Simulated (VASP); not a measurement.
# SiNi2: relaxation of cell and atoms with PBE+D3(BJ)

SiNi2:

```
Si Ni
1.0
     3.91075    0.00000    0.00000
    -1.95537    3.38681    0.00000
     0.00000    0.00000    4.99207
Si Ni
2 4
Direct
  0.33333 0.66667 0.75000
  0.66667 0.33333 0.25000
  0.00000 0.00000 0.00000
  0.00000 0.00000 0.50000
  0.33333 0.66667 0.25000
  0.66667 0.33333 0.75000
```

```json
{
  "Program": "VASP 6.6.1",
  "Task": "relaxation of cell and atoms",
  "Functional": "PBE",
  "Dispersion": "D3(BJ)",
  "Potentials or basis": "VASP PAW PBE potentials, release 64 (Si, Ni)",
  "Cutoff": "600 eV",
  "k mesh": "12 × 12 × 8",
  "Occupations": "gaussian, width 0.1 eV",
  "Spin": "no spin polarisation",
  "Dipole correction": "no",
  "Further INCAR settings": "ALGO = Normal; EDIFF = 1e-07; IBRION = 2; EDIFFG = -0.02; NSW = 70; ISIF = 3"
}
```

```yaml
Relaxed_volume: 10.62 Å³/atom
Relaxed_cell: a = 3.869 Å, b = 3.869 Å, c = 4.916 Å, α = 90.00°, β = 90.00°, γ = 120.00°
Space_group_after_relaxing_to_0.1_Å: P6_3/mmc (No. 194)
Energy_gained_by_relaxing: 9.2 meV/atom
Ionic_steps: 5
Pressure_after_relaxing: 0.1 GPa
Band_gap_on_the_k_mesh: zero (bands 24 and 25 overlap by 3.36 eV)
Dispersion_energy_per_atom: -0.511 eV
```

Stress tensor (GPa, compression positive):
```
 0.21  0.00  0.00
 0.00  0.21  0.00
 0.00  0.00 -0.07
```

The path:
```
step  energy change (eV)  largest force (eV/Å)  pressure (GPa)  volume (Å³)
   1              0.0000                0.0000           -7.23        66.12
   2              0.0097                0.0000            9.13        61.47
   3             -0.0541                0.0000           -0.04        63.82
   4             -0.0541                0.0000            0.16        63.78
   5             -0.0551                0.0000            0.11        63.74
```

Final structure:
```cif
data_structure
_symmetry_space_group_name_H-M 'P 1'
_symmetry_Int_Tables_number 1
_cell_length_a 3.8695
_cell_length_b 3.8695
_cell_length_c 4.9159
_cell_angle_alpha 90.000
_cell_angle_beta 90.000
_cell_angle_gamma 120.000
_cell_volume 63.74
loop_
_atom_site_label
_atom_site_type_symbol
_atom_site_fract_x
_atom_site_fract_y
_atom_site_fract_z
_atom_site_occupancy
Si1 Si 0.33333 0.66667 0.75000 1
Si2 Si 0.66667 0.33333 0.25000 1
Ni1 Ni 0.00000 0.00000 0.00000 1
Ni2 Ni 0.00000 0.00000 0.50000 1
Ni3 Ni 0.33333 0.66667 0.25000 1
Ni4 Ni 0.66667 0.33333 0.75000 1
```

Levels at points of the mesh, in eV from the Fermi level:
```csv
k point,band 21,band 22,band 23,band 24,band 25,band 26,band 27,band 28
"(0.00, 0.00, 0.00)",-0.65,-0.65,0.13,2.75,2.75,2.76,2.87,2.87
"(0.50, 0.00, 0.00)",-1.36,-1.24,-1.04,-0.71,-0.57,1.21,1.85,3.02
"(0.00, 0.00, 0.50)",-1.28,-1.28,2.21,2.21,3.32,3.32,3.32,3.32
"(0.50, 0.00, 0.50)",-1.29,-1.29,-0.93,-0.93,0.96,0.96,2.95,2.95
```

It took 18 min on 1 thread of Oxide Virtual Turin-like Processor, with other jobs on the host, peak memory 0.3 GiB.

Spin polarisation is off, so any magnetic state and its effect on volume and gap are missing.
